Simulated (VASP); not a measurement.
# TaN: single point with PBEsol

TaN:

```
Ta N
1.0
     3.16047    0.00000    0.00000
    -1.58024    2.73705    0.00000
     0.00000    0.00000    6.37752
Ta N
2 2
Direct
  0.33333 0.66667 0.03010
  0.66667 0.33333 0.53010
  0.33333 0.66667 0.35490
  0.66667 0.33333 0.85490
```

```yaml
Program: VASP 6.6.1
Task: single point
Functional: PBEsol
Potentials_or_basis: VASP PAW PBE potentials, release 64 (Ta_pv, N)
Cutoff: 520 eV
k_mesh: 18 × 18 × 8
Occupations: gaussian, width 0.15 eV
Spin: no spin polarisation
Dipole_correction: no
Further_INCAR_settings: ALGO = Normal; EDIFF = 1e-06; NBANDS = 24
```

* Pressure: -19.0 GPa
* Largest force: 0.526 eV/Å
* Band gap on the k mesh: zero (bands 16 and 17 overlap by 0.21 eV)

Forces in eV/Å, atoms in the order of the input:
```
Ta   0.000  0.000  0.526
Ta   0.000  0.000  0.526
N    0.000  0.000 -0.526
N    0.000  0.000 -0.526
```

Stress tensor (GPa, compression positive):
```
-12.77   0.00   0.00
  0.00 -12.77   0.00
  0.00   0.00 -31.57
```

Levels at points of the mesh, in eV from the Fermi level:
| k point | band 14 | band 15 | band 16 | band 17 | band 18 | band 19 |
| --- | --- | --- | --- | --- | --- | --- |
| (0.00, 0.00, 0.00) | -4.06 | -0.94 | -0.45 | 0.35 | 0.35 | 2.04 |
| (0.50, 0.00, 0.00) | -3.37 | -2.06 | -0.52 | 0.95 | 2.01 | 2.63 |
| (0.00, 0.00, 0.50) | -4.44 | 0.08 | 0.08 | 1.01 | 1.01 | 1.01 |
| (0.50, 0.00, 0.50) | -4.28 | -0.95 | -0.95 | 1.29 | 1.29 | 3.28 |

Wall time 2.2 min on 1 thread of AMD EPYC 7R13 Processor (Zen 3), with other jobs on the host, peak memory 0.3 GiB.

Caveat: the cell stands under tension; the PAW data sets were made with another functional, which shifts forces and pressure a little; spin-orbit coupling is left out, which moves the levels of the heavy elements.
